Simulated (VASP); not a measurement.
A run of VASP 6.6.1 is set up as follows.

File INCAR:

```
SYSTEM = Sr
PREC     = Accurate       ! precision mode
ENCUT    = 520            ! plane-wave cutoff, eV
EDIFF    = 1E-6           ! SCF threshold, eV
ISMEAR   = -1             ! smearing method
SIGMA    = 0.08           ! smearing width, eV
LREAL    = .FALSE.        ! projectors in reciprocal space
LASPH    = .TRUE.         ! aspherical terms in the spheres
NELM     = 80             ! most SCF steps
ALGO     = Normal         ! electronic algorithm
ISIF     = 2              ! what is computed and relaxed
LWAVE    = .FALSE.        ! write WAVECAR
LCHARG   = .FALSE.        ! write CHGCAR
NBANDS   = 17             ! bands
```

File KPOINTS:

```
Automatic mesh
0
G
  10 10 5
  0 0 0
```

File POSCAR:

```
Sr
1.0
    4.3100002207     -0.0215500011     -0.0215500011
   -2.1736629588      3.7433446820     -0.0078878479
   -0.0352500000     -0.0352500000      7.0500000000
Sr
2
Direct
    0.3333333333      0.6666666667      0.2500000000
    0.6666666667      0.3333333333      0.7500000000
```

Potentials or basis: VASP PAW LDA potentials, release 64 (Sr_sv).

The run is started by

```console
$ cat potpaw_LDA.64/Sr_sv/POTCAR > POTCAR
$ mpirun -np 1 vasp_std > vasp.out
```

Predict the band gap on the k mesh.

zero (bands 10 and 11 overlap by 0.14 eV).

What does it give for the pressure?

-1.6 GPa.

Estimate the largest force.

0.008 eV/Å.

Stress tensor (GPa, compression positive):
```
-1.58  0.08  0.05
 0.08 -1.58  0.05
 0.05  0.05 -1.53
```

Caveat: the cell differs from its parent crystal (equal xy, yz and zx shear strains of -1 %).
